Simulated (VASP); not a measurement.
# Nb (P4/mmm) in VASP: single point with PBEsol

Aim: the single point of Nb with PBEsol.

All numbers are computed with VASP 6.6.1; they aren't measurements. Logs are shortened: lines on timing, memory, paths and dates and some standing lists are left out, and cuts for length are marked.

## (1) The cell of the first run

It takes space group P4/mmm (No. 123, tetragonal). Conventional cell: a = 3.000 Å, b = 3.000 Å, c = 3.380 Å, α = 90.00°, β = 90.00°, γ = 90.00°. Within 3.9 Å of Nb (site symmetry 4/mmm) lie 6 Nb at 3.00 to 3.38 Å.

## (2) Single point, PBEsol

Contents of INCAR:

```
SYSTEM = Nb
  PREC = Accurate
  ENCUT = 500
  EDIFF = 1E-6
  ISMEAR = -1
  SIGMA = 0.1
  LREAL = .False.
  LASPH = .True.
  NELM = 120
  ALGO = Normal
  ISIF = 2
  LWAVE = .False.
  LCHARG = .False.
  GGA = PS
  NBANDS = 12
  GGA_COMPAT = .False.
```

Contents of KPOINTS:

```
Automatic mesh
0
Gamma
  8 8 7
  0 0 0
```

Contents of POSCAR:

```
Nb
1.0
    3.0000000000      0.0000000000      0.0000000000
    0.0000000000      3.0000000000      0.0000000000
    0.0000000000      0.0000000000      3.3800000000
Nb
1
Direct
    0.0000000000      0.0000000000      0.0000000000
```

Potentials or basis: VASP PAW PBE potentials, release 64 (Nb_sv).

The run is started by

```sh
$ cat potpaw_PBE.64/Nb_sv/POTCAR > POTCAR
$ mpirun -np 1 vasp_std > vasp.out
```

OUTCAR:

```text
SYSTEM = Nb
   PREC = Accurate
   ENCUT = 500
   EDIFF = 1E-6
   ISMEAR = -1
   LREAL = .False.
   LASPH = .True.
   NELM = 120
   ISIF = 2
   GGA = PS

 ion  position               nearest neighbor table
   1  0.000  0.000  0.000-

  LATTYP: Found a simple tetragonal cell.
 ALAT       =     3.0000000000
 C/A-ratio  =     1.1266666667

  Lattice vectors:

 A1 = (   3.0000000000,   0.0000000000,   0.0000000000)
 A2 = (   0.0000000000,   3.0000000000,   0.0000000000)
 A3 = (   0.0000000000,   0.0000000000,   3.3800000000)

Analysis of symmetry for initial positions (statically):
=====================================================================
 Subroutine PRICEL returns:
 Original cell was already a primitive cell.

 Routine SETGRP: Setting up the symmetry group for a
 simple tetragonal supercell.

 Subroutine GETGRP returns: Found 16 space group operations
 (whereof 16 operations were pure point group operations)
 out of a pool of 16 trial point group operations.

The static configuration has the point symmetry D_4h.

Analysis of symmetry for dynamics (positions and initial velocities):
=====================================================================
 Subroutine PRICEL returns:
 Original cell was already a primitive cell.

 Routine SETGRP: Setting up the symmetry group for a
 simple tetragonal supercell.

 Subroutine GETGRP returns: Found 16 space group operations
 (whereof 16 operations were pure point group operations)
 out of a pool of 16 trial point group operations.

The dynamic configuration has the point symmetry D_4h.

 Subroutine INISYM returns: Found 16 space group operations
 (whereof 16 operations are pure point group operations),
 and found     1 'primitive' translations

----------------------------------------------------------------------------------------

                                     Primitive cell

  volume of cell :      30.4200

  direct lattice vectors                    reciprocal lattice vectors
     3.000000000  0.000000000  0.000000000     0.333333333  0.000000000  0.000000000
     0.000000000  3.000000000  0.000000000     0.000000000  0.333333333  0.000000000
     0.000000000  0.000000000  3.380000000     0.000000000  0.000000000  0.295857988

  length of vectors
     3.000000000  3.000000000  3.380000000     0.333333333  0.333333333  0.295857988

  position of ions in fractional coordinates (direct lattice)
     0.000000000  0.000000000  0.000000000

  ion indices of the primitive-cell ions
   primitive index   ion index
                 1           1

----------------------------------------------------------------------------------------

 KPOINTS: Automatic mesh

Automatic generation of k-mesh.
 Grid dimensions read from file:
 generate k-points for:    8    8    7

 Generating k-lattice:

  Cartesian coordinates                     Fractional coordinates (reciprocal lattice)
     0.041666667  0.000000000  0.000000000     0.125000000  0.000000000  0.000000000
     0.000000000  0.041666667  0.000000000     0.000000000  0.125000000  0.000000000
     0.000000000  0.000000000  0.042265427     0.000000000  0.000000000  0.142857143

  Length of vectors
     0.041666667  0.041666667  0.042265427

  Shift w.r.t. Gamma in fractional coordinates (k-lattice)
     0.000000000  0.000000000  0.000000000

 Subroutine IBZKPT returns following result:
 ===========================================

 Found     60 irreducible k-points:

 Following reciprocal coordinates:
            Coordinates               Weight
  0.000000  0.000000  0.000000      1.000000
  0.125000  0.000000  0.000000      4.000000
  0.250000  0.000000  0.000000      4.000000
  0.375000  0.000000  0.000000      4.000000
  0.500000  0.000000  0.000000      2.000000
  0.125000  0.125000  0.000000      4.000000
[... 16 lines left out ...]
  0.375000  0.125000  0.142857     16.000000
  0.500000  0.125000  0.142857      8.000000
 [... further k-points ...]
   k-points           NKPTS =     60   k-points in BZ     NKDIM =     60   number of bands    NBANDS=     12
   number of dos      NEDOS =    301   number of ions     NIONS =      1
   total plane-waves  NPLWV =  16128
   dimension x,y,z NGX =    24 NGY =   24 NGZ =   28
   dimension x,y,z NGXF=    48 NGYF=   48 NGZF=   56
   ions per type =               1
   NGX,Y,Z   is equivalent  to a cutoff of  13.30, 13.30, 13.77 a.u.
   NGXF,Y,Z  is equivalent  to a cutoff of  26.60, 26.60, 27.54 a.u.
 SYSTEM =  Nb
   PREC   = accura    normal or accurate (medium, high low for compatibility)
   ISTART =      0    job   : 0-new  1-cont  2-samecut
   ICHARG =      2    charge: 1-file 2-atom 10-const
   ISPIN  =      1    spin polarized calculation?
   LNONCOLLINEAR =      F non collinear calculations
   LSORBIT =      F    spin-orbit coupling
   LASPH  =      T    aspherical Exc in radial PAW
   ENCUT  =  500.0 eV  36.75 Ry    6.06 a.u.   5.47  5.47  6.16*2*pi/ulx,y,z
   NELM   =    120;   NELMIN=  2; NELMDL= -5     # of ELM steps
   EDIFF  = 0.1E-05   stopping-criterion for ELM
   LREAL  =      F    real-space projection
   EDIFFG = 0.1E-04   stopping-criterion for IOM
   NSW    =      0    number of steps for IOM
   IBRION =     -1    ionic relax: 0-MD 1-quasi-New 2-CG
   NFREE  =      0    steps in history (QN), initial steepest desc. (CG)
   ISIF   =      2    stress and relaxation
   ISYM   =      2    0-nonsym 1-usesym 2-fastsym
   POTIM  = 0.5000    time-step for ionic-motion
   TEBEG  =    0.0;   TEEND  =   0.0 temperature during run
   PSTRESS=    0.0 pullay stress
   NELECT =      13.0000    total number of electrons
   NUPDOWN=      -1.0000    fix difference up-down
   EMIN   =  10.00;   EMAX   =-10.00  energy-range for DOS
   EFERMI =   0.00;   METHOD = LEGACY
   ISMEAR =    -1;   SIGMA  =   0.10  broadening in eV -4-tet -1-fermi 0-gaus
   EFERMI_NEDOS =   21; number of points for ismear=-14 and -15
   IALGO  =     38    algorithm
   IMIX   =      4    mixing-type and parameters
     AMIX     =   0.40;   BMIX     =  1.00
     AMIX_MAG =   1.60;   BMIX_MAG =  1.00
  volume/ion in A,a.u.               =      30.42       205.28
  Fermi-wavevector in a.u.,A,eV,Ry     =   1.233113  2.330246 20.688579  1.520568
  Thomas-Fermi vector in A             =   2.367856
   LORBIT       =      0    0 simple, 1 ext, 2 COOP (PROOUT), +10 PAW based schemes
   GGA     = PS    functional components
   LHFCALC =     F    Hartree Fock is set to
   AEXX    =    0.0000 exact exchange contribution
   IVDW    =     0    specifies the selected vdW correction
   LEPSILON=     F    determine dielectric tensor
   LRPA    =     F    only Hartree local field effects (RPA)
 non-spin polarized calculation
  energy-cutoff  :      500.00
  volume of cell :       30.42
 maximum number of plane-waves:       805
 NGX is ok and might be reduce to    24
   NGX = 11   NGY = 11   NGZ = 13

 number of electron      13.0000001 magnetization

 Free energy of the ion-electron system (eV)
  ---------------------------------------------------
  ext. energy  EPLUGINS =         0.00000000
  ---------------------------------------------------
  free energy    TOTEN  =        -8.62107772 eV

  energy without entropy =       -8.56136530  energy(sigma->0) =       -8.59122151

 E-fermi :   5.2802     XC(G=0): -10.0075

 val. band max:        5.2328880162   @ k =   0.2500   0.1250   0.4286
 cond. band min:       5.3010890208   @ k =   0.3750   0.2500   0.4286
 fundamental gap:      0.0682010046
 Fermi energy:         5.2801618331

 k-point     1 :       0.0000    0.0000    0.0000
  band No.  band energies     occupation
      1     -49.8905      2.00000
      2     -25.8330      2.00000
      3     -25.5764      2.00000
      4     -25.5764      2.00000
      5       0.6625      2.00000
      6       3.4117      2.00000
      7       3.6748      2.00000
      8       8.0219      0.00000
      9       8.0219      0.00000
     10       8.6261      0.00000
     11      14.3867      0.00000
     12      17.7407      0.00000

 k-point     2 :       0.1250    0.0000    0.0000
  band No.  band energies     occupation
      1     -49.8820      2.00000
      2     -25.8249      2.00000
      3     -25.6638      2.00000
      4     -25.5691      2.00000
      5       0.9942      2.00000
      6       3.6121      2.00000
      7       3.8788      2.00000
      8       7.5375      0.00000
      9       8.0558      0.00000
     10       8.2607      0.00000
     11      15.0780      0.00000
     12      15.9072      0.00000

 k-point     3 :       0.2500    0.0000    0.0000
  band No.  band energies     occupation
      1     -49.8615      2.00000
      2     -25.8707      2.00000
      3     -25.8052      2.00000
      4     -25.5514      2.00000
      5       1.8323      2.00000
      6       3.9038      2.00000
      7       4.6679      1.99562
      8       6.6196      0.00000
      9       7.5094      0.00000
     10       8.1388      0.00000
     11      13.4626      0.00000
     12      16.5809      0.00000

 k-point     4 :       0.3750    0.0000    0.0000
  band No.  band energies     occupation
      1     -49.8409      2.00000
      2     -26.0719      2.00000
      3     -25.7854      2.00000
      4     -25.5336      2.00000
      5       2.7991      2.00000
      6       4.1945      1.99996
      7       5.5143      0.17557
      8       5.8971      0.00417
      9       6.8806      0.00000
     10       8.2237      0.00000
     11      11.9479      0.00000
     12      17.1959      0.00000

 k-point     5 :       0.5000    0.0000    0.0000
  band No.  band energies     occupation
      1     -49.8323      2.00000
      2     -26.1536      2.00000
      3     -25.7772      2.00000
      4     -25.5262      2.00000
      5       3.2859      2.00000
      6       4.3611      1.99980
      7       5.6338      0.05661
      8       5.7242      0.02331
      9       6.6454      0.00000
     10       8.2595      0.00000
     11      11.6270      0.00000
     12      16.6208      0.00000
[... 228 lines left out ...]
      1     -49.8712      2.00000
      2     -25.8511      2.00000
      3     -25.6566      2.00000
      4     -25.6501      2.00000
      5       1.6189      2.00000
      6       3.9595      2.00000
      7       4.1747      1.99997
      8       7.2616      0.00000
      9       7.4488      0.00000
     10       7.8874      0.00000
     11      14.2207      0.00000
     12      16.7504      0.00000

 k-point    22 :       0.2500    0.1250    0.1429
  band No.  band energies     occupation
      1     -49.8508      2.00000
      2     -25.8587      2.00000
      3     -25.8306      2.00000
      4     -25.6344      2.00000
      5       2.4242      2.00000
      6       4.3156      1.99987
      7       4.8743      1.96604
      8       6.4409      0.00002
      9       7.1631      0.00000
     10       7.4961      0.00000
     11      14.3379      0.00000
     12      15.3649      0.00000

 k-point    23 :       0.3750    0.1250    0.1429
  band No.  band energies     occupation
      1     -49.8302      2.00000
      2     -26.0580      2.00000
      3     -25.8103      2.00000
      4     -25.6155      2.00000
      5       3.3527      2.00000
      6       4.5648      1.99844
      7       5.0962      1.72579
      8       5.8768      0.00512
      9       7.3487      0.00000
     10       7.6200      0.00000
     11      12.4045      0.00000
     12      16.4256      0.00000

 k-point    24 :       0.5000    0.1250    0.1429
  band No.  band energies     occupation
      1     -49.8217      2.00000
      2     -26.1390      2.00000
      3     -25.8018      2.00000
      4     -25.6076      2.00000
      5       4.0001      1.99999
      6       4.4820      1.99932
      7       4.8518      1.97280
      8       5.6304      0.05850
      9       7.6701      0.00000
     10       8.0193      0.00000
     11      11.5916      0.00000
     12      16.9281      0.00000

 [... further k-points ...]
[... 5 lines left out ...]
  --------------------------------------------------------------------------------------
  -------------------------------------------------------------------------------------
  Total       -4.5881369     -4.5881369     -5.0873825      0.0000000     -0.0000000      0.0000000
  in kB     -241.6505237   -241.6505237   -267.9450681      0.0000000     -0.0000000      0.0000000
  external PRESSURE =    -250.4153718 kB  Pullay stress =       0.0000000 kB

 VOLUME and BASIS-vectors are now :
 -----------------------------------------------------------------------------
  energy-cutoff  :      500.00
  volume of cell :       30.42
      direct lattice vectors                 reciprocal lattice vectors
     3.000000000  0.000000000  0.000000000     0.333333333  0.000000000  0.000000000
     0.000000000  3.000000000  0.000000000     0.000000000  0.333333333  0.000000000
     0.000000000  0.000000000  3.380000000     0.000000000  0.000000000  0.295857988

 POSITION                                       TOTAL-FORCE (eV/Angst)
 -----------------------------------------------------------------------------------
      0.00000      0.00000      0.00000         0.000000      0.000000      0.000000
 -----------------------------------------------------------------------------------
    total drift:                               -0.000000      0.000000     -0.000000

  FREE ENERGIE OF THE ION-ELECTRON SYSTEM (eV)
  ---------------------------------------------------
  free  energy   TOTEN  =        -8.6210777199 eV

  energy  without entropy=       -8.5613653048  energy(sigma->0) =       -8.59122151
```

It took 7.3 s on 1 thread of Intel Xeon 6975P-C (Granite Rapids), shared host; peak memory 0.15 GiB.

Results:

```
Free energy            : -8.6211 eV
Pressure               : -25.0 GPa
Band gap on the k mesh : zero (an odd number of electrons rules out a gap without spin polarisation)
```

Caveat: the cell stands under tension; the PAW data sets were made with another functional, which shifts forces and pressure a little.
